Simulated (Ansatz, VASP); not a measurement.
## One calculation of NiO, two programs

INCAR

```
SYSTEM = NiO
PREC = Accurate
ENCUT = 600
EDIFF = 1E-7
ISMEAR = 0
SIGMA = 0.02
LREAL = .FALSE.
LASPH = .TRUE.
NELM = 200
ALGO = Normal
ISIF = 3
LWAVE = .FALSE.
LCHARG = .FALSE.
ISPIN = 2
MAGMOM = 1.91 0.21
LORBIT = 11
LMAXMIX = 4
LDAU = .TRUE.
LDAUTYPE = 2
LDAUL = 2 -1
LDAUU = 6.2 0
LDAUJ = 0 0
LDAUPRINT = 1
GGA = PE
IBRION = 2
NSW = 100
EDIFFG = -0.005
GGA_COMPAT = .FALSE.
NELMIN = 4
```

The input KPOINTS:

```
regular mesh
0
G
  12 12 12
  0 0 0
```

The input POSCAR:

```
NiO
1.0
    0.0000000000      2.1337376274      2.1337376274
    2.1337376274      0.0000000000      2.1337376274
    2.1337376274      2.1337376274      0.0000000000
Ni O
1 1
Direct
    0.0000000000      0.0000000000      0.0000000000
    0.5000000000      0.5000000000      0.5000000000
```

Input for Ansatz:

```yaml
crystal:
  lattice:
    - [0.0, 2.1337376274, 2.1337376274]
    - [2.1337376274, 0.0, 2.1337376274]
    - [2.1337376274, 2.1337376274, 0.0]
  atoms:
    - { symbol: Ni, position: [0.0, 0.0, 0.0], spin: 1.91 }
    - { symbol: O, position: [0.5, 0.5, 0.5], spin: 0.21 }
basis:
  ecutwfc: 420
kpoints:
  mp_grid: { grid: [12, 12, 12] }
hamiltonian:
  xc: pbe
  hubbard: { sites: [{ species: Ni, l: d, u_eff: 6.2 }] }
scf:
  occupations: { method: gaussian, width: 0.02 }
output:
  forces: true
  stress: true
  eigenvalues: true
  populations: true
magnetization:
  spin_polarized: true
relax:
  adjacent_minimum: "off"
  f_tol: 0.005
  max_steps: 80
  cell: { stress_tol: 0.05 }
```

Alike in both runs: task relaxation of cell and atoms; functional PBE; k mesh 12 × 12 × 12; occupations gaussian, width 0.02 eV; collinear spin; Hubbard terms Ni d U = 6.2 eV.

|  | VASP | Ansatz |
| --- | --- | --- |
| version | VASP 6.6.1 | Ansatz 0.2.0 |
| potentials or method | VASP PAW PBE potentials, release 64 (Ni_sv_GW, O), cutoff 600 eV | scalar-relativistic, plane waves, PAW |
| valence electrons in the cell | 24 | 24 |

Ansatz gave:

- gap on the k mesh at the Fermi level, each at its own relaxed structure (eV): 1.94
- net moment per atom (μB): 1.00
- size of the moment on the site where the two differ most (μB): 1.74
- relaxed volume (Å³/atom): 9.71
- relaxed cell length with the largest relative difference (Å): 3.018

Question: Which values does VASP return?

Answer: gap on the k mesh at the Fermi level, each at its own relaxed structure (eV): 2.10; net moment per atom (μB): 1.00; size of the moment on the site where the two differ most (μB): 1.79; relaxed volume (Å³/atom): 9.52; relaxed cell length with the largest relative difference (Å): 2.997.

Site moments also hang on the region over which each program counts them. The programs project onto different local orbitals, so the same U acts differently, and such runs can settle in different states.
